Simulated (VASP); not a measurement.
# WSe2 (P6_3/mmc) in VASP: further runs

WSe2 is run at these levels: PBEsol; tasks: single point.

Program: VASP 6.6.1. These are calculated values, not measurements. Logs are shortened: lines on timing, memory, paths and dates and some standing lists are left out, and cuts for length are marked.

## Step 1: The cell of the first run

The structure is hexagonal, space group P6_3/mmc (No. 194). Conventional cell: a = 3.290 Å, b = 3.290 Å, c = 13.359 Å, α = 90.00°, β = 90.00°, γ = 120.00°. W (site symmetry -6m2) has 6 Se at 2.56 Å and 6 W at 3.29 Å within 3.4 Å. Within 3.4 Å of Se (site symmetry 3m) lie 3 W at 2.56 Å and 6 Se at 3.29 Å.

## Step 2: Single point, PBEsol (zz strain of +3 %)

Contents of INCAR:

```
PREC = Accurate ; ENCUT = 520
EDIFF = 1E-7 ; ISMEAR = -1
SIGMA = 0.08 ; LREAL = False
LASPH = True ; NELM = 80
ALGO = Normal ; ISIF = 2
LWAVE = False ; LCHARG = False
GGA = PS ; NBANDS = 35
```

Contents of KPOINTS:

```
Automatic mesh
0
Gamma
  11 11 3
```

Contents of POSCAR:

```
WSe2
1.0
    3.2899984505      0.0000000000      0.0000000000
   -1.6449992252      2.8492222365      0.0000000000
    0.0000000000      0.0000000000     13.3591000000
W Se
2 4
Direct
    0.3333333333      0.6666666667      0.2500000000
    0.6666666667      0.3333333333      0.7500000000
    0.3333333333      0.6666666667      0.6210000000
    0.6666666667      0.3333333333      0.1210000000
    0.3333333333      0.6666666667      0.8790000000
    0.6666666667      0.3333333333      0.3790000000
```

Potentials or basis: VASP PAW PBE potentials, release 64 (W_sv, Se).

Command:

```sh
cat potpaw_PBE.64/W_sv/POTCAR potpaw_PBE.64/Se/POTCAR > POTCAR
mpirun -np 1 vasp_std > vasp.out
```

OUTCAR:

```text
PREC = Accurate
   ENCUT = 520
   EDIFF = 1E-7
   ISMEAR = -1
   LREAL = False
   LASPH = True
   NELM = 80
   ISIF = 2
   GGA = PS

 ion  position               nearest neighbor table
   1  0.333  0.667  0.250-   4 2.56   6 2.56   4 2.56   6 2.56   4 2.56   6 2.56
   2  0.667  0.333  0.750-   3 2.56   5 2.56   3 2.56   5 2.56   3 2.56   5 2.56
   3  0.333  0.667  0.621-   2 2.56   2 2.56   2 2.56
   4  0.667  0.333  0.121-   1 2.56   1 2.56   1 2.56
   5  0.333  0.667  0.879-   2 2.56   2 2.56   2 2.56
   6  0.667  0.333  0.379-   1 2.56   1 2.56   1 2.56

  LATTYP: Found a hexagonal cell.
 ALAT       =     3.2899984505
 C/A-ratio  =     4.0605186297

  Lattice vectors:

 A1 = (   3.2899984505,   0.0000000000,   0.0000000000)
 A2 = (  -1.6449992252,   2.8492222365,   0.0000000000)
 A3 = (   0.0000000000,   0.0000000000,  13.3591000000)

Analysis of symmetry for initial positions (statically):
=====================================================================
 Subroutine PRICEL returns:
 Original cell was already a primitive cell.

 Routine SETGRP: Setting up the symmetry group for a
 hexagonal supercell.

 Subroutine GETGRP returns: Found 24 space group operations
 (whereof 12 operations were pure point group operations)
 out of a pool of 24 trial point group operations.

The static configuration has the point symmetry D_3d.
 The point group associated with its full space group is D_6h.

Analysis of symmetry for dynamics (positions and initial velocities):
=====================================================================
 Subroutine PRICEL returns:
 Original cell was already a primitive cell.

 Routine SETGRP: Setting up the symmetry group for a
 hexagonal supercell.

 Subroutine GETGRP returns: Found 24 space group operations
 (whereof 12 operations were pure point group operations)
 out of a pool of 24 trial point group operations.

The dynamic configuration has the point symmetry D_3d.
 The point group associated with its full space group is D_6h.

 Subroutine INISYM returns: Found 24 space group operations
 (whereof 12 operations are pure point group operations),
 and found     1 'primitive' translations

----------------------------------------------------------------------------------------

                                     Primitive cell

  volume of cell :     125.2274

  direct lattice vectors                    reciprocal lattice vectors
     3.289998451  0.000000000  0.000000000     0.303951511  0.175486487  0.000000000
    -1.644999225  2.849222237  0.000000000     0.000000000  0.350972973  0.000000000
     0.000000000  0.000000000 13.359100000     0.000000000  0.000000000  0.074855342

  length of vectors
     3.289998451  3.289998450 13.359100000     0.350972973  0.350972973  0.074855342

  position of ions in fractional coordinates (direct lattice)
     0.333333333  0.666666667  0.250000000
     0.666666667  0.333333333  0.750000000
     0.333333333  0.666666667  0.621000000
     0.666666667  0.333333333  0.121000000
     0.333333333  0.666666667  0.879000000
     0.666666667  0.333333333  0.379000000

  ion indices of the primitive-cell ions
   primitive index   ion index
                 1           1
                 2           2
                 3           3
                 4           4
                 5           5
                 6           6

----------------------------------------------------------------------------------------

 KPOINTS: Automatic mesh

Automatic generation of k-mesh.
 Grid dimensions read from file:
 generate k-points for:   11   11    3

 Generating k-lattice:

  Cartesian coordinates                     Fractional coordinates (reciprocal lattice)
     0.027631956  0.015953317  0.000000000     0.090909091  0.000000000  0.000000000
     0.000000000  0.031906634  0.000000000     0.000000000  0.090909091  0.000000000
     0.000000000  0.000000000  0.024951781     0.000000000  0.000000000  0.333333333

  Length of vectors
     0.031906634  0.031906634  0.024951781

  Shift w.r.t. Gamma in fractional coordinates (k-lattice)
     0.000000000  0.000000000  0.000000000

 Subroutine IBZKPT returns following result:
 ===========================================

 Found     32 irreducible k-points:

 Following reciprocal coordinates:
            Coordinates               Weight
  0.000000  0.000000  0.000000      1.000000
  0.090909 -0.000000  0.000000      6.000000
  0.181818 -0.000000  0.000000      6.000000
  0.272727 -0.000000  0.000000      6.000000
  0.363636  0.000000  0.000000      6.000000
  0.454545 -0.000000  0.000000      6.000000
[... 16 lines left out ...]
  0.090909  0.090909  0.333333     12.000000
  0.181818  0.090909  0.333333     24.000000
 [... further k-points ...]
   k-points           NKPTS =     32   k-points in BZ     NKDIM =     32   number of bands    NBANDS=     35
   number of dos      NEDOS =    301   number of ions     NIONS =      6
   total plane-waves  NPLWV =  57600
   dimension x,y,z NGX =    24 NGY =   24 NGZ =  100
   dimension x,y,z NGXF=    48 NGYF=   48 NGZF=  200
   ions per type =               2   4
   NGX,Y,Z   is equivalent  to a cutoff of  12.13, 12.13, 12.44 a.u.
   NGXF,Y,Z  is equivalent  to a cutoff of  24.25, 24.25, 24.89 a.u.
 SYSTEM =  unknown system
   PREC   = accura    normal or accurate (medium, high low for compatibility)
   ISTART =      0    job   : 0-new  1-cont  2-samecut
   ICHARG =      2    charge: 1-file 2-atom 10-const
   ISPIN  =      1    spin polarized calculation?
   LNONCOLLINEAR =      F non collinear calculations
   LSORBIT =      F    spin-orbit coupling
   LASPH  =      T    aspherical Exc in radial PAW
   ENCUT  =  520.0 eV  38.22 Ry    6.18 a.u.   6.12  6.12 24.84*2*pi/ulx,y,z
   NELM   =     80;   NELMIN=  2; NELMDL= -5     # of ELM steps
   EDIFF  = 0.1E-06   stopping-criterion for ELM
   LREAL  =      F    real-space projection
   EDIFFG = 0.1E-05   stopping-criterion for IOM
   NSW    =      0    number of steps for IOM
   IBRION =     -1    ionic relax: 0-MD 1-quasi-New 2-CG
   NFREE  =      0    steps in history (QN), initial steepest desc. (CG)
   ISIF   =      2    stress and relaxation
   ISYM   =      2    0-nonsym 1-usesym 2-fastsym
   POTIM  = 0.5000    time-step for ionic-motion
   TEBEG  =    0.0;   TEEND  =   0.0 temperature during run
   PSTRESS=    0.0 pullay stress
   NELECT =      52.0000    total number of electrons
   NUPDOWN=      -1.0000    fix difference up-down
   EMIN   =  10.00;   EMAX   =-10.00  energy-range for DOS
   EFERMI =   0.00;   METHOD = LEGACY
   ISMEAR =    -1;   SIGMA  =   0.08  broadening in eV -4-tet -1-fermi 0-gaus
   EFERMI_NEDOS =   21; number of points for ismear=-14 and -15
   IALGO  =     38    algorithm
   IMIX   =      4    mixing-type and parameters
     AMIX     =   0.40;   BMIX     =  1.00
     AMIX_MAG =   1.60;   BMIX_MAG =  1.00
  volume/ion in A,a.u.               =      20.87       140.85
  Fermi-wavevector in a.u.,A,eV,Ry     =   1.221358  2.308031 20.296009  1.491715
  Thomas-Fermi vector in A             =   2.356543
   LORBIT       =      0    0 simple, 1 ext, 2 COOP (PROOUT), +10 PAW based schemes
   GGA     = PS    functional components
   LHFCALC =     F    Hartree Fock is set to
   AEXX    =    0.0000 exact exchange contribution
   IVDW    =     0    specifies the selected vdW correction
   LEPSILON=     F    determine dielectric tensor
   LRPA    =     F    only Hartree local field effects (RPA)
 non-spin polarized calculation
  energy-cutoff  :      520.00
  volume of cell :      125.23
 maximum number of plane-waves:      3404
   NGX = 13   NGY = 13   NGZ = 49

 number of electron      51.9999983 magnetization

 Free energy of the ion-electron system (eV)
  ---------------------------------------------------
  ext. energy  EPLUGINS =         0.00000000
  ---------------------------------------------------
  free energy    TOTEN  =       -46.45308622 eV

  energy without entropy =      -46.45295720  energy(sigma->0) =      -46.45302171

 E-fermi :   6.1126     XC(G=0): -10.7653

 val. band max:        5.6029702472   @ k =   0.0000   0.0000   0.0000
 cond. band min:       6.6115745434   @ k =   0.1818   0.1818   0.0000
 fundamental gap:      1.0086042962
 Fermi energy:         6.1125611474

 k-point     1 :       0.0000    0.0000    0.0000
  band No.  band energies     occupation
      1     -68.5252      2.00000
      2     -68.5252      2.00000
      3     -32.7557      2.00000
      4     -32.7556      2.00000
      5     -32.6096      2.00000
      6     -32.6096      2.00000
[... 27 lines left out ...]
     34       8.6260      0.00000
     35      10.1098      0.00000

 k-point     2 :       0.0909   -0.0000    0.0000
  band No.  band energies     occupation
      1     -68.5244      2.00000
      2     -68.5244      2.00000
      3     -32.7523      2.00000
      4     -32.7523      2.00000
      5     -32.6278      2.00000
      6     -32.6278      2.00000
[... 27 lines left out ...]
     34       8.6976      0.00000
     35      10.8136      0.00000

 k-point     3 :       0.1818   -0.0000    0.0000
  band No.  band energies     occupation
      1     -68.5222      2.00000
      2     -68.5222      2.00000
      3     -32.7432      2.00000
      4     -32.7432      2.00000
      5     -32.6765      2.00000
      6     -32.6765      2.00000
[... 27 lines left out ...]
     34       9.1559      0.00000
     35      11.6467      0.00000
[... 723 lines left out ...]
 k-point    23 :       0.0909    0.0909    0.3333
  band No.  band energies     occupation
      1     -68.5229      2.00000
      2     -68.5229      2.00000
      3     -32.7461      2.00000
      4     -32.7461      2.00000
      5     -32.6602      2.00000
      6     -32.6602      2.00000
[... 27 lines left out ...]
     34       9.0439      0.00000
     35      11.7512      0.00000

 k-point    24 :       0.1818    0.0909    0.3333
  band No.  band energies     occupation
      1     -68.5204      2.00000
      2     -68.5204      2.00000
      3     -32.7356      2.00000
      4     -32.7356      2.00000
      5     -32.7133      2.00000
      6     -32.7133      2.00000
[... 27 lines left out ...]
     34       9.5093      0.00000
     35      12.2025      0.00000

 [... further k-points ...]
[... 5 lines left out ...]
  --------------------------------------------------------------------------------------
  -------------------------------------------------------------------------------------
  Total       -3.0231201     -3.0231201     -6.0351700     -0.0000000     -0.0000000      0.0000000
  in kB      -38.6782458    -38.6782458    -77.2148574     -0.0000000     -0.0000000      0.0000000
  external PRESSURE =     -51.5237830 kB  Pullay stress =       0.0000000 kB

 VOLUME and BASIS-vectors are now :
 -----------------------------------------------------------------------------
  energy-cutoff  :      520.00
  volume of cell :      125.23
      direct lattice vectors                 reciprocal lattice vectors
     3.289998451  0.000000000  0.000000000     0.303951511  0.175486487  0.000000000
    -1.644999225  2.849222237  0.000000000     0.000000000  0.350972973  0.000000000
     0.000000000  0.000000000 13.359100000     0.000000000  0.000000000  0.074855342

 POSITION                                       TOTAL-FORCE (eV/Angst)
 -----------------------------------------------------------------------------------
     -0.00000      1.89948      3.33977         0.000000     -0.000000      0.000000
      1.64500      0.94974     10.01933        -0.000000      0.000000      0.000000
     -0.00000      1.89948      8.29600         0.000000     -0.000000      0.865706
      1.64500      0.94974      1.61645        -0.000000      0.000000      0.865706
     -0.00000      1.89948     11.74265        -0.000000     -0.000000     -0.865706
      1.64500      0.94974      5.06310         0.000000      0.000000     -0.865706
 -----------------------------------------------------------------------------------
    total drift:                                0.000000     -0.000000      0.000000

  FREE ENERGIE OF THE ION-ELECTRON SYSTEM (eV)
  ---------------------------------------------------
  free  energy   TOTEN  =       -46.4530862242 eV

  energy  without entropy=      -46.4529571993  energy(sigma->0) =      -46.45302171
```

Wall time 71 s (1 thread of Intel Xeon 6975P-C (Granite Rapids), shared host); peak memory 0.29 GiB.

Results:

- Free energy: -46.4531 eV
- Pressure: -5.2 GPa
- Largest force: 0.866 eV/Å
- Band gap on the k mesh: 1.01 eV, indirect (least direct gap 1.78 eV)

Forces on the atoms (eV/Å):
```
W    0.000  0.000  0.000
W    0.000  0.000  0.000
Se   0.000  0.000  0.866
Se   0.000  0.000  0.866
Se   0.000  0.000 -0.866
Se   0.000  0.000 -0.866
```

Caveat: the cell differs from its parent crystal (zz strain of +3 %); the PAW data sets were made with another functional, which shifts forces and pressure a little; spin-orbit coupling is left out, which moves the levels of the heavy elements; this functional lacks dispersion, which binds the layers, so the pressure and a relaxed spacing across them are unreliable.

## Step 3: Single point, PBEsol (equal xx and yy strain of -3 %)

Contents of INCAR:

```
SYSTEM = WSe2
PREC     = Accurate       ! precision mode
ENCUT    = 520            ! plane-wave cutoff, eV
EDIFF    = 1E-6           ! SCF threshold, eV
ISMEAR   = -1             ! smearing method
SIGMA    = 0.08           ! smearing width, eV
LREAL    = .FALSE.        ! projectors in reciprocal space
LASPH    = .TRUE.         ! aspherical terms in the spheres
NELM     = 100            ! most SCF steps
ALGO     = Normal         ! electronic algorithm
ISIF     = 2              ! what is computed and relaxed
LWAVE    = .FALSE.        ! write WAVECAR
LCHARG   = .FALSE.        ! write CHGCAR
GGA      = PS             ! functional
NBANDS   = 35             ! bands
```

Contents of KPOINTS:

```
Automatic mesh
0
G
  11 11 3
  0 0 0
```

Edit POSCAR of step 2 so:

```diff
@@ -2,5 +2,5 @@
 1.0
-    3.2899984505      0.0000000000      0.0000000000
-   -1.6449992252      2.8492222365      0.0000000000
-    0.0000000000      0.0000000000     13.3591000000
+    3.1912984970      0.0000000000      0.0000000000
+   -1.5956492484      2.7637455694      0.0000000000
+    0.0000000000      0.0000000000     12.9700000000
 W Se
```

Potentials or basis: VASP PAW PBE potentials, release 64 (W_sv, Se).

Command:

```sh
cat potpaw_PBE.64/W_sv/POTCAR potpaw_PBE.64/Se/POTCAR > POTCAR
mpirun -np 1 vasp_std > vasp.out
```

Wall time 59 s (1 thread of Intel Xeon 6975P-C (Granite Rapids), shared host); peak memory 0.28 GiB.

It converged, with:

| Property | Result |
| --- | --- |
| Free energy | -46.3773 eV |
| Pressure | 8.4 GPa |
| Largest force | 0.645 eV/Å |
| Band gap on the k mesh | 0.95 eV, indirect (least direct gap 1.86 eV) |

Forces in eV/Å, atoms in the order of the input:
```
W    0.000  0.000  0.000
W    0.000  0.000  0.000
Se   0.000  0.000 -0.645
Se   0.000  0.000 -0.645
Se   0.000  0.000  0.645
Se   0.000  0.000  0.645
```

Stress tensor (GPa, compression positive):
```
9.12 0.00 0.00
0.00 9.12 0.00
0.00 0.00 6.95
```

Levels at points of the mesh, in eV from the valence-band top:
```tsv
k point	band 24	band 25	band 26	band 27	band 28	band 29
(0.00, 0.00, 0.00)	-1.23	-1.16	0.00	3.09	3.09	3.14
```

Caveat: the cell differs from its parent crystal (equal xx and yy strain of -3 %); the PAW data sets were made with another functional, which shifts forces and pressure a little; spin-orbit coupling is left out, which moves the levels of the heavy elements; this functional lacks dispersion, which binds the layers, so the pressure and a relaxed spacing across them are unreliable. A k mesh can miss the band edges.

[end of part 1 of 3]
